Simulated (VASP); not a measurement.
# Hf (P6_3/mmc) in VASP: a series of runs, part 2 of 2

VASP 6.6.1.

**3. Single point, PBEsol**

This run uses another cell than the first one, of 22.70 Å³/atom.

File INCAR:

```
  PREC = Accurate
  ENCUT = 520
  EDIFF = 1E-7
  ISMEAR = 0
  SIGMA = 0.15
  LREAL = F
  LASPH = T
  NELM = 100
  ALGO = Fast
  ISIF = 2
  LWAVE = F
  LCHARG = T
  GGA = PS
  LELF = T
  LVHAR = T
  NBANDS = 17
```

File KPOINTS:

```
regular mesh
0
Gamma
  18 18 10
```

File POSCAR:

```
Hf
1.0
    3.2393000000      0.0000000000      0.0000000000
   -1.6196500000      2.8053160905      0.0000000000
    0.0000000000      0.0000000000      4.9962244915
Hf
2
Direct
    0.3333333333      0.6666666667      0.2500000000
    0.6666666667      0.3333333333      0.7500000000
```

Potentials or basis: VASP PAW PBE potentials, release 64 (Hf_pv).

Run with:

```sh
cat potpaw_PBE.64/Hf_pv/POTCAR > POTCAR
mpirun -np 1 vasp_std > vasp.out
```

OUTCAR:

```text
PREC = Accurate
   ENCUT = 520
   EDIFF = 1E-7
   ISMEAR = 0
   LREAL = F
   LASPH = T
   NELM = 100
   ISIF = 2
   GGA = PS

 ion  position               nearest neighbor table
   1  0.333  0.667  0.250-   2 3.12   2 3.12   2 3.12   2 3.12   2 3.12   2 3.12
   2  0.667  0.333  0.750-   1 3.12   1 3.12   1 3.12   1 3.12   1 3.12   1 3.12

  LATTYP: Found a hexagonal cell.
 ALAT       =     3.2393000000
 C/A-ratio  =     1.5423778259

  Lattice vectors:

[... 193 lines left out ...]
      4     -25.5620      2.00000
      5     -25.5620      2.00000
      6     -25.5406      2.00000
[... 457 lines left out ...]
      4     -25.8863      2.00000
      5     -25.7733      2.00000
      6     -25.6708      2.00000
[... 9 lines left out ...]
     16      10.9245      0.00000
     17      11.1437      0.00000

 [... further k-points ...]
[... 5 lines left out ...]
  --------------------------------------------------------------------------------------
  -------------------------------------------------------------------------------------
  Total       -1.7879103     -1.7879103     -1.0221717     -0.0000000      0.0000000      0.0000000
  in kB      -63.0930326    -63.0930326    -36.0711103     -0.0000000      0.0000000      0.0000000
  external PRESSURE =     -54.0857251 kB  Pullay stress =       0.0000000 kB

 VOLUME and BASIS-vectors are now :
 -----------------------------------------------------------------------------
  energy-cutoff  :      520.00
  volume of cell :       45.40
      direct lattice vectors                 reciprocal lattice vectors
     3.239300000  0.000000000  0.000000000     0.308708672  0.178233035  0.000000000
    -1.619650000  2.805316090  0.000000000     0.000000000  0.356466069  0.000000000
     0.000000000  0.000000000  4.996224491     0.000000000  0.000000000  0.200151134

 POSITION                                       TOTAL-FORCE (eV/Angst)
 -----------------------------------------------------------------------------------
     -0.00000      1.87021      1.24906        -0.000000     -0.000000      0.000000
      1.61965      0.93511      3.74717         0.000000      0.000000      0.000000
 -----------------------------------------------------------------------------------
    total drift:                               -0.000000      0.000000     -0.000000

  FREE ENERGIE OF THE ION-ELECTRON SYSTEM (eV)
  ---------------------------------------------------
  free  energy   TOTEN  =       -20.9677880550 eV

  energy  without entropy=      -20.9511151945  energy(sigma->0) =      -20.95945162
```

Wall time 2.2 min (1 thread of AMD EPYC 9R45 (Zen 5), shared host); peak memory 0.24 GiB.

Results:

* Free energy: -20.9678 eV
* Pressure: -5.4 GPa
* Band gap on the k mesh: zero (bands 10 and 11 overlap by 1.53 eV)

Caveat: the cell stands under tension; the PAW data sets were made with another functional, which shifts forces and pressure a little; spin-orbit coupling is left out, which moves the levels of the heavy elements.

**4. Single point, PBEsol**

This run uses another cell than the first one, of 22.90 Å³/atom.

File INCAR:

```
  PREC = Accurate
  ENCUT = 520
  EDIFF = 1E-6
  ISMEAR = 0
  SIGMA = 0.15
  LREAL = False
  LASPH = True
  NELM = 80
  ALGO = Fast
  ISIF = 2
  LWAVE = False
  LCHARG = False
  GGA = PS
  NBANDS = 17
```

File KPOINTS:

```
Automatic mesh
0
Gamma
  18 18 10
```

File POSCAR:

```
Hf
1.0
    3.1602689342      0.0000000000      0.0000000000
   -1.5801344671      2.7368731798      0.0000000000
    0.0000000000      0.0000000000      5.2960000000
Hf
2
Direct
    0.3333333333      0.6666666667      0.2500000000
    0.6666666667      0.3333333333      0.7500000000
```

Run with:

```sh
cat potpaw_PBE.64/Hf_pv/POTCAR > POTCAR
mpirun -np 1 vasp_std > vasp.out
```

It took 2.1 min on 1 thread of AMD EPYC 9R45 (Zen 5), shared host; peak memory 0.24 GiB.

The run converged. Its results:

```
Free energy            : -20.9206 eV
Pressure               : -6.3 GPa
Band gap on the k mesh : zero (bands 10 and 11 overlap by 1.30 eV)
```

Stress tensor (GPa, compression positive):
```
 -4.18   0.00   0.00
  0.00  -4.18   0.00
  0.00   0.00 -10.67
```

Levels at points of the mesh, in eV from the Fermi level:
```csv
k point,band 6,band 7,band 8,band 9,band 10,band 11,band 12,band 13,band 14,band 15
"(0.00, 0.00, 0.00)",-30.18,-7.28,-3.80,0.17,0.91,1.29,1.29,1.95,1.95,3.04
"(0.50, 0.00, 0.00)",-30.30,-3.24,-2.67,-2.21,-0.57,0.56,1.19,1.34,6.05,6.15
"(0.00, 0.00, 0.50)",-30.23,-5.51,-5.51,-0.11,-0.11,1.28,1.28,1.28,1.28,4.70
"(0.50, 0.00, 0.50)",-30.37,-3.32,-3.32,-1.08,-1.08,1.19,1.19,2.85,2.85,5.77
```

Caveat: the cell stands under tension; the PAW data sets were made with another functional, which shifts forces and pressure a little; spin-orbit coupling is left out, which moves the levels of the heavy elements.

**5. Summary**

| cell | further INCAR settings | gap on the mesh (eV) | pressure (GPa) |
| --- | --- | --- | --- |
| a = 3.318, b = 3.318, c = 4.697 Å, angles 90.0, 90.0, 120.0°, 2 atoms | ALGO = Fast; EDIFF = 1e-06; NBANDS = 17 | none | -3.2 |
| a = 3.239, b = 3.239, c = 4.996 Å, angles 90.0, 90.0, 120.0°, 2 atoms | ALGO = Fast; EDIFF = 1e-07; NBANDS = 17 | none | -5.4 |
| a = 3.160, b = 3.160, c = 5.296 Å, angles 90.0, 90.0, 120.0°, 2 atoms | ALGO = Fast; EDIFF = 1e-06; NBANDS = 17 | none | -6.3 |

Alike in all rows: task single point; level PBEsol; potentials or basis VASP PAW PBE potentials, release 64 (Hf_pv); no spin polarisation; k mesh 18 × 18 × 10; cutoff (eV) 520; smearing gaussian 0.15 eV.

Caveats: the cell stands under tension; the PAW data sets were made with another functional, which shifts forces and pressure a little; spin-orbit coupling is left out, which moves the levels of the heavy elements.

Total energies depend on the potentials used, so only differences within one code and one set of settings carry meaning.
